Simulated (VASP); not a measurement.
A run of VASP 6.6.1 is set up as follows.

Contents of INCAR:

```
SYSTEM = Ru
PREC = Accurate ; ENCUT = 500
EDIFF = 1E-6 ; ISMEAR = 0
SIGMA = 0.1 ; LREAL = .FALSE.
LASPH = .TRUE. ; NELM = 120
ALGO = Normal ; ISIF = 2
LWAVE = .FALSE. ; LCHARG = .TRUE.
GGA = PE ; LELF = .TRUE.
LVHAR = .TRUE. ; NBANDS = 66
GGA_COMPAT = .FALSE.
```

KPOINTS

```
regular mesh
0
G
  9 9 8
  0 0 0
```

POSCAR

```
Ru
1.0
    5.2013076695      0.0000000000      0.0000000000
   -2.6006538347      4.5044645747      0.0000000000
    0.0000000000      0.0000000000      4.3990461380
Ru
8
Direct
    0.3333333333      0.6666666667      0.2500000000
    0.3333333333      0.1666666667      0.2500000000
    0.8333333333      0.6666666667      0.2500000000
    0.8333333333      0.1666666667      0.2500000000
    0.1666666667      0.3333333333      0.7500000000
    0.1666666667      0.8333333333      0.7500000000
    0.6666666667      0.3333333333      0.7500000000
    0.6666666667      0.8333333333      0.7500000000
```

Potentials or basis: VASP PAW PBE potentials, release 64 (Ru_pv).

The run is started by

```sh
$ cat potpaw_PBE.64/Ru_pv/POTCAR > POTCAR
$ mpirun -np 1 vasp_std > vasp.out
```

Task: Estimate the band gap on the k mesh.

Result: Zero (bands 56 and 57 overlap by 2.00 eV).

Task: What does it give for the pressure?

Result: 25.3 GPa.

Stress tensor (GPa, compression positive):
```
37.88  0.00  0.00
 0.00 37.88  0.00
 0.00  0.00  0.06
```

Caveat: the stress differs along the axes, from 0 to 38 GPa.
